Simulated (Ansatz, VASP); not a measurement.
# CuI in VASP and in Ansatz

Contents of INCAR:

```
  PREC = Accurate
  ENCUT = 520
  EDIFF = 1E-6
  ISMEAR = -1
  SIGMA = 0.06
  LREAL = F
  LASPH = T
  NELM = 100
  ALGO = Normal
  ISIF = 2
  LWAVE = F
  LCHARG = F
  GGA = PE
  NBANDS = 16
```

The input KPOINTS:

```
regular mesh
0
Gamma
  5 5 5
```

Contents of POSCAR:

```
CuI
1.0
    0.0000000000      3.0315000000      3.0315000000
    3.0315000000      0.0000000000      3.0315000000
    3.0315000000      3.0315000000      0.0000000000
I Cu
1 1
Direct
    0.0000000000      0.0000000000      0.0000000000
    0.7500000000      0.7500000000      0.7500000000
```

The input input.yaml:

```yaml
crystal:
  lattice:
    - [0.0, 3.0315, 3.0315]
    - [3.0315, 0.0, 3.0315]
    - [3.0315, 3.0315, 0.0]
  atoms:
    - { symbol: I, position: [0.0, 0.0, 0.0] }
    - { symbol: Cu, position: [0.75, 0.75, 0.75] }
kpoints:
  mp_grid: { grid: [5, 5, 5] }
scf:
  occupations: { method: fermi_dirac, width: 0.06 }
hamiltonian:
  xc: pbe
  pseudopotentials: { kind: all_electron, lapw: { basis_error: 0.003 } }
output:
  forces: true
  stress: true
  eigenvalues: true
```

Alike in both runs: task single point; functional PBE; k mesh 5 × 5 × 5; occupations fermi-dirac, width 0.06 eV; no spin polarisation.

```csv
,VASP,Ansatz
version,VASP 6.6.1,Ansatz 0.2.0
potentials or method,"VASP PAW PBE potentials, release 64 (I, Cu), cutoff 520 eV","all-electron LAPW, scalar-relativistic"
```

VASP gave:

| Property | Result |
| --- | --- |
| gap on the k mesh at the Fermi level (eV) | 1.14 |
| least direct gap on the mesh (eV) | 1.14 |
| pressure (GPa) | 0.5 |

Task: What did Ansatz give for the same quantities?

Result: gap on the k mesh at the Fermi level (eV): 1.12; least direct gap on the mesh (eV): 1.12; pressure (GPa): 0.4.

Ansatz ran all-electron here, and VASP with PAW potentials.

Neither program's run includes spin-orbit coupling.
